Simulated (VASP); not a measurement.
# Pt (I4/mmm) in VASP: further runs

The runs below take Pt through single point, with PBE.

Everything below comes from runs of VASP 6.6.1. Logs are shortened: lines on timing, memory, paths and dates and some standing lists are left out, and cuts for length are marked.

### 1 The cell of the first run

It takes space group I4/mmm (No. 139, tetragonal). The conventional cell has a = 2.807 Å, b = 2.807 Å, c = 3.891 Å, α = 90.00°, β = 90.00°, γ = 90.00°. Pt (site symmetry 4/mmm) has 12 Pt at 2.78 to 2.81 Å within 3.7 Å.

### 2 Single point, PBE (strain -0.0200 x Voigt [1, 0, 0, 0, 0, 0])

Input file INCAR:

```
SYSTEM = Pt
  ALGO = Fast
  EDIFF = 1E-7
  ENCUT = 520
  GGA = PE
  ISIF = 2
  ISMEAR = 0
  LASPH = .TRUE.
  LCHARG = .FALSE.
  LREAL = .FALSE.
  LWAVE = .FALSE.
  NBANDS = 11
  NELM = 100
  PREC = Accurate
  SIGMA = 0.15
```

Input file KPOINTS:

```
k-points
0
G
  26 26 26
  0 0 0
```

Input file POSCAR:

```
Pt
1.0
    0.0000000000      1.9850550539      1.9850550539
    1.9453539528      0.0000000000      1.9850550539
    1.9453539528      1.9850550539      0.0000000000
Pt
1
Direct
    0.0000000000      0.0000000000      0.0000000000
```

Potentials or basis: VASP PAW PBE potentials, release 64 (Pt).

The run is started by

```sh
> cat potpaw_PBE.64/Pt/POTCAR > POTCAR
> mpirun -np 1 vasp_std > vasp.out
```

OUTCAR:

```text
SYSTEM = Pt
   EDIFF = 1E-7
   ENCUT = 520
   GGA = PE
   ISIF = 2
   ISMEAR = 0
   LASPH = .TRUE.
   LREAL = .FALSE.
   NELM = 100
   PREC = Accurate

 ion  position               nearest neighbor table
   1  0.000  0.000  0.000-

  LATTYP: Found a body centered tetragonal cell.
 ALAT       =     2.8072917793
 C/A-ratio  =     1.3859292911

  Lattice vectors:

 A1 = (  -1.9453539528,   0.0000000000,  -1.9850550539)
 A2 = (  -1.9453539528,   0.0000000000,   1.9850550539)
 A3 = (   1.9453539528,   1.9850550539,   0.0000000000)

Analysis of symmetry for initial positions (statically):
=====================================================================
 Subroutine PRICEL returns:
 Original cell was already a primitive cell.

 Routine SETGRP: Setting up the symmetry group for a
 body centered tetragonal supercell.

 Subroutine GETGRP returns: Found 16 space group operations
 (whereof 16 operations were pure point group operations)
 out of a pool of 16 trial point group operations.

The static configuration has the point symmetry D_4h.

Analysis of symmetry for dynamics (positions and initial velocities):
=====================================================================
 Subroutine PRICEL returns:
 Original cell was already a primitive cell.

 Routine SETGRP: Setting up the symmetry group for a
 body centered tetragonal supercell.

 Subroutine GETGRP returns: Found 16 space group operations
 (whereof 16 operations were pure point group operations)
 out of a pool of 16 trial point group operations.

The dynamic configuration has the point symmetry D_4h.

 Subroutine INISYM returns: Found 16 space group operations
 (whereof 16 operations are pure point group operations),
 and found     1 'primitive' translations

----------------------------------------------------------------------------------------

                                     Primitive cell

  volume of cell :      15.3311

  direct lattice vectors                    reciprocal lattice vectors
     0.000000000  1.985055054  1.985055054    -0.257022636  0.251882183  0.251882183
     1.945353953  0.000000000  1.985055054     0.257022636 -0.251882183  0.251882183
     1.945353953  1.985055054  0.000000000     0.257022636  0.251882183 -0.251882183

  length of vectors
     2.807291779  2.779360640  2.779360640     0.439260632  0.439260632  0.439260632

  position of ions in fractional coordinates (direct lattice)
     0.000000000  0.000000000  0.000000000

  ion indices of the primitive-cell ions
   primitive index   ion index
                 1           1

----------------------------------------------------------------------------------------

 KPOINTS: k-points

Automatic generation of k-mesh.
 Grid dimensions read from file:
 generate k-points for:   26   26   26

 Generating k-lattice:

  Cartesian coordinates                     Fractional coordinates (reciprocal lattice)
    -0.009885486  0.009687776  0.009687776     0.038461538  0.000000000  0.000000000
     0.009885486 -0.009687776  0.009687776     0.000000000  0.038461538 -0.000000000
     0.009885486  0.009687776 -0.009687776     0.000000000 -0.000000000  0.038461538

  Length of vectors
     0.016894640  0.016894640  0.016894640

  Shift w.r.t. Gamma in fractional coordinates (k-lattice)
     0.000000000  0.000000000  0.000000000

 Subroutine IBZKPT returns following result:
 ===========================================

 Found   1330 irreducible k-points:

 Following reciprocal coordinates:
            Coordinates               Weight
  0.000000  0.000000  0.000000      1.000000
  0.038462  0.000000  0.000000      8.000000
  0.076923  0.000000  0.000000      8.000000
  0.115385  0.000000  0.000000      8.000000
  0.153846  0.000000  0.000000      8.000000
  0.192308  0.000000  0.000000      8.000000
[... 16 lines left out ...]
  0.346154  0.038462  0.000000     16.000000
  0.384615  0.038462  0.000000     16.000000
 [... further k-points ...]
   k-points           NKPTS =   1330   k-points in BZ     NKDIM =   1330   number of bands    NBANDS=     11
   number of dos      NEDOS =    301   number of ions     NIONS =      1
   total plane-waves  NPLWV =  13824
   dimension x,y,z NGX =    24 NGY =   24 NGZ =   24
   dimension x,y,z NGXF=    48 NGYF=   48 NGZF=   48
   ions per type =               1
   NGX,Y,Z   is equivalent  to a cutoff of  14.21, 14.36, 14.36 a.u.
   NGXF,Y,Z  is equivalent  to a cutoff of  28.43, 28.71, 28.71 a.u.
 SYSTEM =  Pt
   PREC   = accura    normal or accurate (medium, high low for compatibility)
   ISTART =      0    job   : 0-new  1-cont  2-samecut
   ICHARG =      2    charge: 1-file 2-atom 10-const
   ISPIN  =      1    spin polarized calculation?
   LNONCOLLINEAR =      F non collinear calculations
   LSORBIT =      F    spin-orbit coupling
   LASPH  =      T    aspherical Exc in radial PAW
   ENCUT  =  520.0 eV  38.22 Ry    6.18 a.u.   5.22  5.17  5.17*2*pi/ulx,y,z
   NELM   =    100;   NELMIN=  2; NELMDL= -5     # of ELM steps
   EDIFF  = 0.1E-06   stopping-criterion for ELM
   LREAL  =      F    real-space projection
   EDIFFG = 0.1E-05   stopping-criterion for IOM
   NSW    =      0    number of steps for IOM
   IBRION =     -1    ionic relax: 0-MD 1-quasi-New 2-CG
   NFREE  =      0    steps in history (QN), initial steepest desc. (CG)
   ISIF   =      2    stress and relaxation
   ISYM   =      2    0-nonsym 1-usesym 2-fastsym
   POTIM  = 0.5000    time-step for ionic-motion
   TEBEG  =    0.0;   TEEND  =   0.0 temperature during run
   PSTRESS=    0.0 pullay stress
   NELECT =      10.0000    total number of electrons
   NUPDOWN=      -1.0000    fix difference up-down
   EMIN   =  10.00;   EMAX   =-10.00  energy-range for DOS
   EFERMI =   0.00;   METHOD = LEGACY
   ISMEAR =     0;   SIGMA  =   0.15  broadening in eV -4-tet -1-fermi 0-gaus
   EFERMI_NEDOS =   21; number of points for ismear=-14 and -15
   IALGO  =     68    algorithm
   IMIX   =      4    mixing-type and parameters
     AMIX     =   0.40;   BMIX     =  1.00
     AMIX_MAG =   1.60;   BMIX_MAG =  1.00
  volume/ion in A,a.u.               =      15.33       103.46
  Fermi-wavevector in a.u.,A,eV,Ry     =   1.419766  2.682970 27.425765  2.015737
  Thomas-Fermi vector in A             =   2.540752
   LORBIT       =      0    0 simple, 1 ext, 2 COOP (PROOUT), +10 PAW based schemes
   GGA     = PE    functional components
   LHFCALC =     F    Hartree Fock is set to
   AEXX    =    0.0000 exact exchange contribution
   IVDW    =     0    specifies the selected vdW correction
   LEPSILON=     F    determine dielectric tensor
   LRPA    =     F    only Hartree local field effects (RPA)
 non-spin polarized calculation
 RMM-DIIS sequential band-by-band and
 Gauss-broadening in eV      SIGMA  =   0.15
  energy-cutoff  :      520.00
  volume of cell :       15.33
 maximum number of plane-waves:       431
 NGX is ok and might be reduce to    24
   NGX = 11   NGY = 11   NGZ = 11

 number of electron      10.0000001 magnetization

 Free energy of the ion-electron system (eV)
  ---------------------------------------------------
  ext. energy  EPLUGINS =         0.00000000
  ---------------------------------------------------
  free energy    TOTEN  =        -6.10329203 eV

  energy without entropy =       -6.08096346  energy(sigma->0) =       -6.09212775

 E-fermi :  10.9469     XC(G=0): -13.3920

 val. band max:       10.9454823210   @ k =  -0.2692   0.3077   0.2308
 cond. band min:      10.9471060259   @ k =   0.3462   0.4615   0.0385
 fundamental gap:      0.0016237049
 Fermi energy:        10.9468521683

 k-point     1 :       0.0000    0.0000    0.0000
  band No.  band energies     occupation
      1       0.9190      2.00000
      2       7.1889      2.00000
      3       7.1889      2.00000
      4       7.4173      2.00000
      5       9.2246      2.00000
      6       9.4901      2.00000
      7      25.6433      0.00000
      8      30.3393      0.00000
      9      30.3393      0.00000
     10      30.8567      0.00000
     11      35.8042      0.00000

 k-point     2 :       0.0385    0.0000    0.0000
  band No.  band energies     occupation
      1       0.9779      2.00000
      2       7.1785      2.00000
      3       7.2126      2.00000
      4       7.4247      2.00000
      5       9.2128      2.00000
      6       9.4749      2.00000
      7      25.7350      0.00000
      8      30.0977      0.00000
      9      30.4285      0.00000
     10      30.8449      0.00000
     11      36.1843      0.00000

 k-point     3 :       0.0769    0.0000    0.0000
  band No.  band energies     occupation
      1       1.1524      2.00000
      2       7.1311      2.00000
      3       7.2792      2.00000
      4       7.4647      2.00000
      5       9.1830      2.00000
      6       9.4345      2.00000
      7      25.9982      0.00000
      8      29.3329      0.00000
      9      30.6922      0.00000
     10      31.0527      0.00000
     11      37.0128      0.00000

 k-point     4 :       0.1154    0.0000    0.0000
  band No.  band energies     occupation
      1       1.4347      2.00000
      2       7.0416      2.00000
      3       7.3743      2.00000
      4       7.5463      2.00000
      5       9.1528      2.00000
      6       9.3844      2.00000
      7      26.3941      0.00000
      8      28.3216      0.00000
      9      31.1187      0.00000
     10      31.4664      0.00000
     11      37.1843      0.00000

 k-point     5 :       0.1538    0.0000    0.0000
  band No.  band energies     occupation
      1       1.8097      2.00000
      2       6.9382      2.00000
      3       7.4714      2.00000
      4       7.6444      2.00000
      5       9.1523      2.00000
      6       9.3523      2.00000
      7      26.8328      0.00000
      8      27.2329      0.00000
      9      31.6871      0.00000
     10      32.0300      0.00000
     11      36.0618      0.00000
[... 211 lines left out ...]
 k-point    21 :       0.2692    0.0385   -0.0000
  band No.  band energies     occupation
      1       3.0567      2.00000
      2       6.8743      2.00000
      3       7.5254      2.00000
      4       7.7591      2.00000
      5       9.3978      2.00000
      6       9.7905      2.00000
      7      24.0020      0.00000
      8      27.3249      0.00000
      9      32.4376      0.00000
     10      33.6182      0.00000
     11      34.3512      0.00000

 k-point    22 :       0.3077    0.0385   -0.0000
  band No.  band energies     occupation
      1       3.4239      2.00000
      2       7.1471      2.00000
      3       7.4390      2.00000
      4       7.6907      2.00000
      5       9.7141      2.00000
      6      10.0389      2.00000
      7      22.6253      0.00000
      8      26.9234      0.00000
      9      32.1210      0.00000
     10      33.2701      0.00000
     11      34.8897      0.00000

 k-point    23 :       0.3462    0.0385    0.0000
  band No.  band energies     occupation
      1       3.6641      2.00000
      2       7.3183      2.00000
      3       7.5988      2.00000
      4       7.6600      2.00000
      5      10.0778      2.00000
      6      10.3143      2.00000
      7      21.1898      0.00000
      8      26.4261      0.00000
      9      31.4628      0.00000
     10      32.3800      0.00000
     11      35.8123      0.00000

 k-point    24 :       0.3846    0.0385    0.0000
  band No.  band energies     occupation
      1       3.7862      2.00000
      2       7.2238      2.00000
      3       7.5071      2.00000
      4       8.3277      2.00000
      5      10.4578      2.00000
      6      10.5820      1.99942
      7      19.7574      0.00000
      8      25.9704      0.00000
      9      30.7719      0.00000
     10      31.4439      0.00000
     11      36.9611      0.00000

 [... further k-points ...]
[... 5 lines left out ...]
  --------------------------------------------------------------------------------------
  -------------------------------------------------------------------------------------
  Total        0.5846173      0.4114190      0.4114190      0.0000000      0.0000000      0.0000000
  in kB       61.0954014     42.9953188     42.9953188      0.0000000      0.0000000      0.0000000
  external PRESSURE =      49.0286797 kB  Pullay stress =       0.0000000 kB

 VOLUME and BASIS-vectors are now :
 -----------------------------------------------------------------------------
  energy-cutoff  :      520.00
  volume of cell :       15.33
      direct lattice vectors                 reciprocal lattice vectors
     0.000000000  1.985055054  1.985055054    -0.257022636  0.251882183  0.251882183
     1.945353953  0.000000000  1.985055054     0.257022636 -0.251882183  0.251882183
     1.945353953  1.985055054  0.000000000     0.257022636  0.251882183 -0.251882183

 POSITION                                       TOTAL-FORCE (eV/Angst)
 -----------------------------------------------------------------------------------
      0.00000      0.00000      0.00000         0.000000     -0.000000      0.000000
 -----------------------------------------------------------------------------------
    total drift:                               -0.000000     -0.000000     -0.000000

  FREE ENERGIE OF THE ION-ELECTRON SYSTEM (eV)
  ---------------------------------------------------
  free  energy   TOTEN  =        -6.1032920280 eV

  energy  without entropy=       -6.0809634641  energy(sigma->0) =       -6.09212775
```

It took 99 s on 1 thread of Intel Xeon 6975P-C (Granite Rapids), shared host; peak memory 0.34 GiB.

What came out:

- Free energy: -6.1033 eV
- Pressure: 4.9 GPa
- Band gap on the k mesh: zero (band 5 reaches 11.51 eV, above the bottom of band 6 at 9.28 eV)

Stress tensor (GPa, compression positive):
```
6.11 0.00 0.00
0.00 4.30 0.00
0.00 0.00 4.30
```

Caveat: the cell differs from its parent crystal (strain -0.0200 x Voigt [1, 0, 0, 0, 0, 0]); spin-orbit coupling is left out, which moves the levels of the heavy elements.

(Part 1 of 3 ends here.)
